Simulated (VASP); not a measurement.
Write the native input for VASP 6.6.1 that does the following.

```
Task                   : single point
Functional             : PBE
Potentials or basis    : VASP PAW PBE potentials, release 64 (Li_sv, Ag)
Cutoff                 : 520 eV
k mesh                 : 8 × 8 × 8
Occupations            : gaussian, width 0.1 eV
Spin                   : no spin polarisation
Dipole correction      : no
Further INCAR settings : ALGO = Normal; EDIFF = 1e-06; NBANDS = 28
```

The structure of Li2Ag3 lies in POSCAR:

```
Li2Ag3
1.0
    4.6056766241      0.0000000000      0.0000000000
    0.0000000000      4.6056766241      0.0000000000
    0.0000000000      0.0000000000      4.6056766241
Li Ag
2 3
Direct
    0.0000000000      0.0000000000      0.0000000000
    0.5000000000      0.5000000000      0.5000000000
    0.5000000000      0.0000000000      0.0000000000
    0.0000000000      0.5000000000      0.0000000000
    0.0000000000      0.0000000000      0.5000000000
```

The input as run:

INCAR

```
PREC = Accurate
ENCUT = 520
EDIFF = 1E-6
ISMEAR = 0
SIGMA = 0.1
LREAL = F
LASPH = T
NELM = 100
ALGO = Normal
ISIF = 2
LWAVE = F
LCHARG = F
GGA = PE
NBANDS = 28
```

KPOINTS

```
Automatic mesh
0
Gamma
  8 8 8
```

Potentials or basis: VASP PAW PBE potentials, release 64 (Li_sv, Ag).

Command:

```sh
$ cat potpaw_PBE.64/Li_sv/POTCAR potpaw_PBE.64/Ag/POTCAR > POTCAR
$ mpirun -np 1 vasp_std > vasp.out
```

It used 27 s of CPU time on 1 thread of Intel(R) Xeon(R) Platinum 8559C (Emerald Rapids) (shared host).
